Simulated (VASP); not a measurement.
# LiMg12 (a cell with a defect) in VASP: further runs, part 2 of 2

VASP 6.6.1. The steps go on from the part before.

### 3 Single point, PBE

INCAR reads:

```
PREC = Accurate ; ENCUT = 520
EDIFF = 1E-7 ; ISMEAR = 0
SIGMA = 0.1 ; LREAL = False
LASPH = True ; NELM = 80
ALGO = Normal ; ISIF = 2
LWAVE = False ; LCHARG = False
GGA = PE ; NBANDS = 26
```

KPOINTS reads:

```
Automatic mesh
0
Gamma
  4 3 4
```

POSCAR reads:

```
LiMg12
1.0
    6.4200000000      0.0000000000      0.0000000000
   -4.8150000000      8.3398250000      0.0000000000
    0.0000000000      0.0000000000      5.2130400000
Mg Li
12 1
Direct
    0.1464104670      0.0610974451      0.0292449319
    0.1751485523      0.2385679556      0.5135538956
   -0.0355650462      0.2932306134      0.0043705784
    0.1288684543      0.5435184791      0.5329805641
    0.0175899429      0.6728233506      0.0263197674
    0.1633850353      0.8860037231      0.5038806531
    0.5182247460     -0.0257532982     -0.0584616654
    0.6367474812      0.2105432668      0.4791685849
    0.5638544426      0.3625648020     -0.0169451990
    0.6631497187      0.5661219510      0.5019698679
    0.3997260716      0.5939851256      0.0413112119
    0.6789777473      0.8967080244      0.4106492565
    0.7808941723      0.8172117520      0.8677783021
```

Potentials or basis: VASP PAW PBE potentials, release 64 (Mg, Li_sv).

Run with:

```bash
$ cat potpaw_PBE.64/Mg/POTCAR potpaw_PBE.64/Li_sv/POTCAR > POTCAR
$ mpirun -np 1 vasp_std > vasp.out
```

OUTCAR:

```text
PREC = Accurate
   ENCUT = 520
   EDIFF = 1E-7
   ISMEAR = 0
   LREAL = False
   LASPH = True
   NELM = 80
   ISIF = 2
   GGA = PE

 ion  position               nearest neighbor table
   1  0.146  0.061  0.029-  13 2.49   9 2.81   7 2.93   3 3.00   2 3.00   6 3.03   2 3.14   6 3.25
                            12 3.27   5 3.40   8 3.60
   2  0.175  0.239  0.514-   1 3.00   3 3.06   4 3.10   8 3.11   3 3.14   1 3.14  10 3.14   9 3.27
                            12 3.28   8 3.33   6 3.36   9 3.51
   3  0.964  0.293  0.004-  11 2.85   9 2.96   7 2.99   1 3.00   2 3.06   8 3.08   2 3.14   4 3.23
                             8 3.30   4 3.46   5 3.50   9 3.56
   4  0.129  0.544  0.533-  11 3.00  11 3.07   5 3.09   2 3.10  10 3.11   5 3.15   8 3.20   6 3.20
                             3 3.23  10 3.33   3 3.46  12 3.53
   5  0.018  0.673  0.026-  13 2.65  11 2.91   9 2.96   6 3.06   4 3.09   7 3.10   4 3.15  10 3.17
                             6 3.25  10 3.37   1 3.40   3 3.50  11 3.65
   6  0.163  0.886  0.504-  13 2.91   1 3.03   7 3.03   5 3.06   8 3.09  10 3.15   4 3.20  12 3.20
                             1 3.25   5 3.25  12 3.30   2 3.36   7 3.55
   7  0.518  0.974  0.942-  13 2.80  12 2.89   1 2.93   3 2.99   6 3.03   5 3.10   8 3.14  12 3.17
                            11 3.39   8 3.45   6 3.55   9 3.61
[... 906 lines left out ...]
  Direction    XX          YY          ZZ          XY          YZ          ZX
  --------------------------------------------------------------------------------------
  -------------------------------------------------------------------------------------
  Total        4.9162878      4.9377752      3.8533310      1.1010064     -0.1840379      1.0842347
  in kB       28.2205099     28.3438520     22.1189181      6.3200048     -1.0564159      6.2237318
  external PRESSURE =      26.2277600 kB  Pullay stress =       0.0000000 kB

 VOLUME and BASIS-vectors are now :
 -----------------------------------------------------------------------------
  energy-cutoff  :      520.00
  volume of cell :      279.11
      direct lattice vectors                 reciprocal lattice vectors
     6.420000000  0.000000000  0.000000000     0.155763240  0.089929945  0.000000000
    -4.815000000  8.339825000  0.000000000     0.000000000  0.119906593  0.000000000
     0.000000000  0.000000000  5.213040000     0.000000000  0.000000000  0.191826650

 POSITION                                       TOTAL-FORCE (eV/Angst)
 -----------------------------------------------------------------------------------
      0.64577      0.50954      0.15245        -0.014732     -0.020545      0.063380
     -0.02425      1.98962      2.67718        -0.002692     -0.025685      0.047745
      4.77977      2.44549      0.02278         0.005986      0.024156      0.031404
     -1.78971      4.53285      2.77845         0.014171      0.012090      0.039306
     -3.12672      5.61123      0.13721        -0.013360     -0.001702      0.039376
     -3.21718      7.38912      2.62675         0.013751      0.001818      0.015990
     -1.36399      8.12505      4.90828         0.001895      0.011522     -0.047890
      3.07415      1.75589      2.49792         0.005063      0.004134     -0.012092
      1.87420      3.02373      5.12470        -0.013014     -0.014680     -0.010745
      1.53154      4.72136      2.61679         0.005875     -0.020918      0.007421
     -0.29380      4.95373      0.21536         0.003852      0.027850      0.038490
      0.04139      7.47839      2.14073        -0.003116     -0.003088     -0.084570
      1.07847      6.81540      4.52376        -0.003680      0.005047     -0.127813
 -----------------------------------------------------------------------------------
    total drift:                               -0.000148      0.000211      0.000320

  FREE ENERGIE OF THE ION-ELECTRON SYSTEM (eV)
  ---------------------------------------------------
  free  energy   TOTEN  =       -18.7787159500 eV

  energy  without entropy=      -18.7581305122  energy(sigma->0) =      -18.76842323
```

OSZICAR:

```text
N       E                     dE             d eps       ncg     rms          rms(c)
DAV:   1     0.404176064304E+02    0.40418E+02   -0.82963E+03  1352   0.777E+02
DAV:   2    -0.130920331014E+02   -0.53510E+02   -0.50407E+02  1586   0.119E+02
DAV:   3    -0.189557638123E+02   -0.58637E+01   -0.57264E+01  2290   0.224E+01
DAV:   4    -0.192566866513E+02   -0.30092E+00   -0.29780E+00  1968   0.585E+00
DAV:   5    -0.192623949771E+02   -0.57083E-02   -0.57066E-02  1890   0.865E-01    0.286E+00
DAV:   6    -0.188541121012E+02    0.40828E+00   -0.69450E-01  1598   0.259E+00    0.158E+00
DAV:   7    -0.187969015433E+02    0.57211E-01   -0.20538E-01  1710   0.139E+00    0.786E-01
DAV:   8    -0.187807360754E+02    0.16165E-01   -0.23095E-02  1782   0.599E-01    0.236E-01
DAV:   9    -0.187787876030E+02    0.19485E-02   -0.13352E-03  1744   0.168E-01    0.499E-02
DAV:  10    -0.187787108046E+02    0.76798E-04   -0.24671E-04  1788   0.569E-02    0.120E-02
DAV:  11    -0.187787140758E+02   -0.32712E-05   -0.25250E-05  1806   0.196E-02    0.386E-03
DAV:  12    -0.187787152931E+02   -0.12173E-05   -0.22141E-06  1612   0.558E-03    0.126E-03
DAV:  13    -0.187787159071E+02   -0.61399E-06   -0.21677E-07  1358   0.205E-03    0.391E-04
DAV:  14    -0.187787159500E+02   -0.42899E-07   -0.14513E-08   848   0.551E-04
   1 F= -.18778716E+02 E0= -.18768423E+02  d E =-.205854E-01
```

stdout:

```text
POSCAR found type information on POSCAR MgLi
 POSCAR found :  2 types and      13 ions
 scaLAPACK will be used
 LDA part: xc-table for (Slater+PW92), standard interpolation
 POSCAR, INCAR and KPOINTS ok, starting setup
 FFT: planning ... GRIDC
 FFT: planning ... GRID_SOFT
 FFT: planning ... GRID
 WAVECAR not read
 entering main loop
```

Wall time 1.8 min (1 thread of Intel Xeon 6975P-C (Granite Rapids), shared host); peak memory 0.41 GiB.

Results:

| Property | Result |
| --- | --- |
| Free energy | -18.7787 eV |
| Largest force | 0.128 eV/Å |
| Band gap on the k mesh | zero (an odd number of electrons rules out a gap without spin polarisation) |

Forces on the atoms (eV/Å):
```
Mg  -0.015 -0.021  0.063
Mg  -0.003 -0.026  0.048
Mg   0.006  0.024  0.031
Mg   0.014  0.012  0.039
Mg  -0.013 -0.002  0.039
Mg   0.014  0.002  0.016
Mg   0.002  0.012 -0.048
Mg   0.005  0.004 -0.012
Mg  -0.013 -0.015 -0.011
Mg   0.006 -0.021  0.007
Mg   0.004  0.028  0.038
Mg  -0.003 -0.003 -0.085
Li  -0.004  0.005 -0.128
```

Caveat: the cutoff is under 1.25 times the usual one of these potentials, so pressure, stress and relaxed cells hold a basis-set (Pulay) error.
